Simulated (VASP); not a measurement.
# SnO (P2_1/m) in VASP: further runs

SnO is run at these levels: PBE+D3(BJ); tasks: single point.

Program: VASP 6.6.1. These are calculated values, not measurements. Logs are shortened: lines on timing, memory, paths and dates and some standing lists are left out, and cuts for length are marked.

### Step 1. The cell of the first run

The structure is monoclinic, space group P2_1/m (No. 11). The conventional cell has a = 3.841 Å, b = 3.837 Å, c = 4.767 Å, α = 90.00°, β = 95.01°, γ = 90.00°. Within 2.9 Å of Sn (site symmetry m) lie 4 O at 2.15 to 2.33 Å. Within 2.9 Å of O (site symmetry m) lie 4 Sn at 2.15 to 2.33 Å and 4 O at 2.71 Å.

### Step 2. Single point, PBE+D3(BJ) (strain +0.0875 x Voigt [0, 0, 0, 1, 0, 0])

Input file INCAR:

```
SYSTEM = SnO
ALGO     = Normal         ! electronic algorithm
EDIFF    = 1E-6           ! SCF threshold, eV
ENCUT    = 520            ! plane-wave cutoff, eV
GGA      = PE             ! functional
ISIF     = 2              ! what is computed and relaxed
ISMEAR   = 0              ! smearing method
IVDW     = 12             ! dispersion correction
LASPH    = .TRUE.         ! aspherical terms in the spheres
LCHARG   = .TRUE.         ! write CHGCAR
LELF     = .TRUE.         ! ELF
LREAL    = .FALSE.        ! projectors in reciprocal space
LVHAR    = .TRUE.       
LWAVE    = .FALSE.        ! write WAVECAR
NBANDS   = 28             ! bands
NELM     = 60             ! most SCF steps
PREC     = Accurate       ! precision mode
SIGMA    = 0.15           ! smearing width, eV
```

Input file KPOINTS:

```
k-points
0
G
  12 12 10
  0 0 0
```

Input file POSCAR:

```
SnO
1.0
    3.8370962941      0.0000000000      0.0000000000
    0.0000000000      3.8370962941      0.1678729629
    0.0000000000      0.2083431765      4.7621297486
Sn O
2 2
Direct
    0.0000000000      0.5000000000      0.2432421493
    0.5000000000      0.0000000000      0.7567578507
    0.0000000000      0.0000000000      0.0000000000
    0.5000000000      0.5000000000      0.0000000000
```

Potentials or basis: VASP PAW PBE potentials, release 64 (Sn_d, O).

Launch:

```bash
$ cat potpaw_PBE.64/Sn_d/POTCAR potpaw_PBE.64/O/POTCAR > POTCAR
$ mpirun -np 1 vasp_std > vasp.out
```

OUTCAR:

```text
SYSTEM = SnO
   EDIFF = 1E-6
   ENCUT = 520
   GGA = PE
   ISIF = 2
   ISMEAR = 0
   IVDW = 12
   LASPH = .TRUE.
   LREAL = .FALSE.
   NELM = 60
   PREC = Accurate
 IVDW          = 12

 ion  position               nearest neighbor table
   1  0.000  0.500  0.243-   3 2.15   4 2.24   4 2.24   3 2.33   2 3.46   2 3.46   2 3.54   2 3.54
                             2 3.68   2 3.68
   2  0.500  0.000  0.757-   4 2.15   3 2.24   3 2.24   4 2.33   1 3.46   1 3.46   1 3.54   1 3.54
                             1 3.68   1 3.68
   3  0.000  0.000  0.000-   1 2.15   2 2.24   2 2.24   1 2.33
   4  0.500  0.500  0.000-   2 2.15   1 2.24   1 2.24   2 2.33

  LATTYP: Found a simple monoclinic cell.
 ALAT       =     3.8407667596
 B/A-ratio  =     0.9990443404
 C/A-ratio  =     1.2410764244
 COS(beta)  =    -0.0873328395

  Lattice vectors:

 A1 = (   0.0000000000,   3.8370962941,   0.1678729629)
 A2 = (   3.8370962941,   0.0000000000,   0.0000000000)
 A3 = (   0.0000000000,  -0.2083431765,  -4.7621297486)

Analysis of symmetry for initial positions (statically):
=====================================================================
 Subroutine PRICEL returns:
 Original cell was already a primitive cell.

 Routine SETGRP: Setting up the symmetry group for a
 simple monoclinic supercell.

 Subroutine GETGRP returns: Found  4 space group operations
 (whereof  2 operations were pure point group operations)
 out of a pool of  4 trial point group operations.

The static configuration has the point symmetry C_1h.
 The point group associated with its full space group is C_2h.

Analysis of symmetry for dynamics (positions and initial velocities):
=====================================================================
 Subroutine PRICEL returns:
 Original cell was already a primitive cell.

 Routine SETGRP: Setting up the symmetry group for a
 simple monoclinic supercell.

 Subroutine GETGRP returns: Found  4 space group operations
 (whereof  2 operations were pure point group operations)
 out of a pool of  4 trial point group operations.

The dynamic configuration has the point symmetry C_1h.
 The point group associated with its full space group is C_2h.

 Subroutine INISYM returns: Found  4 space group operations
 (whereof  2 operations are pure point group operations),
 and found     1 'primitive' translations

[... 97 lines left out ...]
   NELM   =     60;   NELMIN=  2; NELMDL= -5     # of ELM steps
   EDIFF  = 0.1E-05   stopping-criterion for ELM
   LREAL  =      F    real-space projection
   EDIFFG = 0.1E-04   stopping-criterion for IOM
   NSW    =      0    number of steps for IOM
   IBRION =     -1    ionic relax: 0-MD 1-quasi-New 2-CG
   NFREE  =      0    steps in history (QN), initial steepest desc. (CG)
   ISIF   =      2    stress and relaxation
   ISYM   =      2    0-nonsym 1-usesym 2-fastsym
   POTIM  = 0.5000    time-step for ionic-motion
   TEBEG  =    0.0;   TEEND  =   0.0 temperature during run
   PSTRESS=    0.0 pullay stress
   NELECT =      40.0000    total number of electrons
   NUPDOWN=      -1.0000    fix difference up-down
   EMIN   =  10.00;   EMAX   =-10.00  energy-range for DOS
   EFERMI =   0.00;   METHOD = LEGACY
   ISMEAR =     0;   SIGMA  =   0.15  broadening in eV -4-tet -1-fermi 0-gaus
   EFERMI_NEDOS =   21; number of points for ismear=-14 and -15
   IALGO  =     38    algorithm
   IMIX   =      4    mixing-type and parameters
     AMIX     =   0.40;   BMIX     =  1.00
     AMIX_MAG =   1.60;   BMIX_MAG =  1.00
  volume/ion in A,a.u.               =      17.50       118.06
  Fermi-wavevector in a.u.,A,eV,Ry     =   1.358637  2.567451 25.114904  1.845893
  Thomas-Fermi vector in A             =   2.485453
   LORBIT       =      0    0 simple, 1 ext, 2 COOP (PROOUT), +10 PAW based schemes
   GGA     = PE    functional components
   LHFCALC =     F    Hartree Fock is set to
   AEXX    =    0.0000 exact exchange contribution
   IVDW    =    12    specifies the selected vdW correction
   LEPSILON=     F    determine dielectric tensor
   LRPA    =     F    only Hartree local field effects (RPA)
 non-spin polarized calculation
 Gauss-broadening in eV      SIGMA  =   0.15
  energy-cutoff  :      520.00
  volume of cell :       69.98
 maximum number of plane-waves:      1908
 NGX is ok and might be reduce to    30
   NGX = 15   NGY = 15   NGZ = 17

 number of electron      40.0000021 magnetization

 Free energy of the ion-electron system (eV)
  ---------------------------------------------------
  ext. energy  EPLUGINS =         0.00000000
  ---------------------------------------------------
  free energy    TOTEN  =       -22.59849384 eV

  energy without entropy =      -22.59691579  energy(sigma->0) =      -22.59770482

 E-fermi :   7.2241     XC(G=0): -10.2782

 val. band max:        7.2168107408   @ k =   0.4167   0.5000  -0.0000
 cond. band min:       7.3289101435   @ k =   0.5000   0.5000   0.1000
 fundamental gap:      0.1120994027
 Fermi energy:         7.2241441515

 k-point     1 :       0.0000    0.0000    0.0000
  band No.  band energies     occupation
      1     -14.8404      2.00000
      2     -14.4544      2.00000
      3     -14.4301      2.00000
      4     -14.4117      2.00000
      5     -14.3838      2.00000
      6     -14.3809      2.00000
[... 733 lines left out ...]
     27      15.5129      0.00000
     28      15.9332      0.00000

 [... further k-points ...]

------------------------ aborting loop because EDIFF is reached ----------------------------------------

 Edisp (eV)   -0.94056

 E8    (eV) :    -0.4082

  FORCE on cell =-STRESS in cart. coord.  units (eV):
  Direction    XX          YY          ZZ          XY          YZ          ZX
  --------------------------------------------------------------------------------------
  -------------------------------------------------------------------------------------
  Total       0.23710     0.75535     0.45519     0.00000    -2.04665     0.00000
  in kB       5.42828    17.29360    10.42141     0.00000   -46.85746     0.00000
  external pressure =       11.05 kB  Pullay stress =        0.00 kB

 VOLUME and BASIS-vectors are now :
 -----------------------------------------------------------------------------
  energy-cutoff  :      520.00
  volume of cell :       69.98
      direct lattice vectors                 reciprocal lattice vectors
     3.837096294  0.000000000  0.000000000     0.260613736  0.000000000  0.000000000
     0.000000000  3.837096294  0.167872963     0.000000000  0.261113523 -0.011423717
     0.000000000  0.208343177  4.762129749     0.000000000 -0.009204684  0.210392783

 POSITION                                       TOTAL-FORCE (eV/Angst)
 -----------------------------------------------------------------------------------
      0.00000      1.96923      1.24229         0.000000     -0.495611      0.212112
      1.91855      0.15767      3.60378         0.000000      0.495611     -0.212112
      0.00000      0.00000      0.00000         0.000000      0.316299     -0.088327
      1.91855      1.91855      0.08394         0.000000     -0.316299      0.088327
 -----------------------------------------------------------------------------------
    total drift:                                0.000000      0.000000      0.000000

  FREE ENERGIE OF THE ION-ELECTRON SYSTEM (eV)
  ---------------------------------------------------
  free  energy   TOTEN  =       -23.5390554558 eV

  energy  without entropy=      -23.5374774073  energy(sigma->0) =      -23.53826643
```

stdout:

```text
POSCAR found type information on POSCAR SnO
 POSCAR found :  2 types and       4 ions
 scaLAPACK will be used
 LDA part: xc-table for (Slater+PW92), standard interpolation
 POSCAR, INCAR and KPOINTS ok, starting setup
 FFT: planning ... GRIDC
 FFT: planning ... GRID_SOFT
 FFT: planning ... GRID
 WAVECAR not read
 entering main loop
```

Wall time 11 min (1 thread of Intel Xeon Platinum 8259CL at 2.50GHz (Skylake/Cascade Lake), shared host); peak memory 0.71 GiB.

Results:

- Free energy: -23.5391 eV
- Pressure: 1.1 GPa
- Largest force: 0.539 eV/Å
- Band gap on the k mesh: 0.05 eV (least direct gap 1.92 eV)
- Dispersion energy per atom: -0.235 eV

Forces on the atoms (eV/Å):
```
Sn   0.000 -0.496  0.212
Sn   0.000  0.496 -0.212
O    0.000  0.316 -0.088
O    0.000 -0.316  0.088
```

Stress tensor (GPa, compression positive):
```
 0.54  0.00  0.00
 0.00  1.73 -4.69
 0.00 -4.69  1.04
```

Levels at points of the mesh, in eV from the valence-band top:
```tsv
k point	band 16	band 17	band 18	band 19	band 20	band 21	band 22	band 23	band 24	band 25
(0.00, 0.00, 0.00)	-6.13	-3.40	-3.09	-3.09	-0.01	2.13	4.38	4.50	4.55	5.64
(0.50, 0.00, 0.00)	-4.91	-4.68	-4.68	-2.70	-2.70	3.26	3.26	5.71	5.71	6.13
(0.00, 0.50, 0.00)	-4.84	-4.79	-4.62	-2.86	-2.44	2.85	3.74	5.35	5.72	6.20
(0.50, 0.50, 0.00)	-4.99	-2.45	-2.45	-1.90	-1.90	0.05	0.05	4.57	4.57	7.30
(0.00, 0.00, 0.50)	-3.47	-3.12	-3.11	-2.97	-2.09	1.56	2.79	3.07	3.53	7.47
(0.50, 0.00, 0.50)	-5.39	-4.68	-4.68	-1.68	-1.68	2.69	2.69	5.20	5.20	6.87
(0.00, 0.50, 0.50)	-5.33	-4.82	-4.56	-2.02	-1.36	2.23	3.15	5.14	5.38	6.27
(0.50, 0.50, 0.50)	-5.49	-2.75	-2.75	-2.45	-2.45	2.32	2.32	4.13	4.13	5.68
```

Caveat: the cell differs from its parent crystal (strain +0.0875 x Voigt [0, 0, 0, 1, 0, 0]); the smearing spreads over this small gap; semilocal functionals underestimate gaps, and a narrow one can read as zero; spin-orbit coupling is left out, which moves the levels of the heavy elements.

### Step 3. Single point, PBE+D3(BJ) (strain -0.0500 x Voigt [0, 0, 0, 1, 0, 0])

Input file INCAR:

```
SYSTEM = SnO
ALGO = Normal ; EDIFF = 1E-6
ENCUT = 520 ; GGA = PE
ISIF = 2 ; ISMEAR = 0
IVDW = 12 ; LASPH = .TRUE.
LCHARG = .FALSE. ; LREAL = .FALSE.
LWAVE = .FALSE. ; NBANDS = 28
NELM = 80 ; PREC = Accurate
SIGMA = 0.15
```

KPOINTS is that of step 2.

Edit POSCAR of step 2 so:

```diff
@@ -3,4 +3,4 @@
     3.8370962941      0.0000000000      0.0000000000
-    0.0000000000      3.8370962941      0.1678729629
-    0.0000000000      0.2083431765      4.7621297486
+    0.0000000000      3.8370962941     -0.0959274074
+    0.0000000000     -0.1190532437      4.7621297486
 Sn O
```

Potentials or basis: VASP PAW PBE potentials, release 64 (Sn_d, O).

Launch:

```bash
$ cat potpaw_PBE.64/Sn_d/POTCAR potpaw_PBE.64/O/POTCAR > POTCAR
$ mpirun -np 1 vasp_std > vasp.out
```

It took 12 min on 1 thread of Intel Xeon Platinum 8259CL at 2.50GHz (Skylake/Cascade Lake), shared host; peak memory 0.71 GiB.

It converged, with:

| Quantity | Value |
| --- | --- |
| Free energy | -23.5999 eV |
| Pressure | 0.5 GPa |
| Largest force | 0.301 eV/Å |
| Band gap on the k mesh | 0.02 eV (least direct gap 1.89 eV) |
| Dispersion energy per atom | -0.235 eV |

Forces on the atoms (eV/Å):
```
Sn   0.000  0.273  0.126
Sn   0.000 -0.273 -0.126
O    0.000 -0.172 -0.029
O    0.000  0.172  0.029
```

Stress tensor (GPa, compression positive):
```
0.31 0.00 0.00
0.00 0.70 2.65
0.00 2.65 0.49
```

Levels at points of the mesh, in eV from the valence-band top:
| k point | band 16 | band 17 | band 18 | band 19 | band 20 | band 21 | band 22 | band 23 | band 24 | band 25 |
| --- | --- | --- | --- | --- | --- | --- | --- | --- | --- | --- |
| (0.00, 0.00, 0.00) | -6.11 | -3.36 | -3.07 | -3.06 | -0.01 | 2.15 | 4.52 | 4.54 | 4.57 | 5.75 |
| (0.50, 0.00, 0.00) | -4.85 | -4.68 | -4.68 | -2.68 | -2.68 | 3.28 | 3.28 | 5.77 | 5.77 | 6.12 |
| (0.00, 0.50, 0.00) | -4.79 | -4.77 | -4.64 | -2.78 | -2.54 | 3.04 | 3.54 | 5.55 | 5.90 | 6.04 |
| (0.50, 0.50, 0.00) | -4.95 | -2.42 | -2.42 | -1.87 | -1.87 | 0.02 | 0.02 | 4.56 | 4.56 | 7.39 |
| (0.00, 0.00, 0.50) | -3.44 | -3.09 | -3.08 | -3.00 | -2.08 | 1.66 | 2.82 | 2.91 | 3.55 | 7.76 |
| (0.50, 0.00, 0.50) | -5.35 | -4.66 | -4.66 | -1.67 | -1.67 | 2.69 | 2.69 | 5.25 | 5.25 | 6.78 |
| (0.00, 0.50, 0.50) | -5.32 | -4.74 | -4.59 | -1.87 | -1.49 | 2.43 | 2.96 | 5.21 | 5.34 | 6.47 |
| (0.50, 0.50, 0.50) | -5.47 | -2.74 | -2.74 | -2.42 | -2.42 | 2.34 | 2.34 | 4.19 | 4.19 | 5.63 |

Caveat: the cell differs from its parent crystal (strain -0.0500 x Voigt [0, 0, 0, 1, 0, 0]); the smearing spreads over this small gap; semilocal functionals underestimate gaps, and a narrow one can read as zero; spin-orbit coupling is left out, which moves the levels of the heavy elements. A k mesh can miss the band edges.

The gap in the log of VASP goes by the Fermi energy; the results here count the filled bands.